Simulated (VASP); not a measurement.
Here is a VASP 6.6.1 calculation.

The input INCAR:

```
PREC = Accurate
ENCUT = 520
EDIFF = 1E-7
ISMEAR = 0
SIGMA = 0.02
LREAL = F
LASPH = T
NELM = 100
ALGO = Normal
ISIF = 2
LWAVE = F
LCHARG = F
GGA = PS
NBANDS = 22
```

File KPOINTS:

```
Automatic mesh
0
Gamma
  6 6 4
```

The input POSCAR:

```
NaI
1.0
    4.3528731704      0.0000000000      0.0000000000
    0.0000000000      4.2760634557      0.0000000000
    0.0000000000      0.0000000000      7.8138248003
Na I
2 2
Direct
    0.2500000000      0.5000000000      0.3021860440
    0.7500000000      0.5000000000      0.6978139560
    0.2500000000      0.0000000000      0.7061223923
    0.7500000000      0.0000000000      0.2938776077
```

Potentials or basis: VASP PAW PBE potentials, release 64 (Na_pv, I).

The run is started by

```bash
$ cat potpaw_PBE.64/Na_pv/POTCAR potpaw_PBE.64/I/POTCAR > POTCAR
$ mpirun -np 1 vasp_std > vasp.out
```

(1) What does it give for the largest force?

(2) What does it give for the pressure?

Results:

(1) 0.386 eV/Å.

(2) 1.3 GPa.

Caveat: the cell differs from its parent crystal (strained); the PAW data sets were made with another functional, which shifts forces and pressure a little.
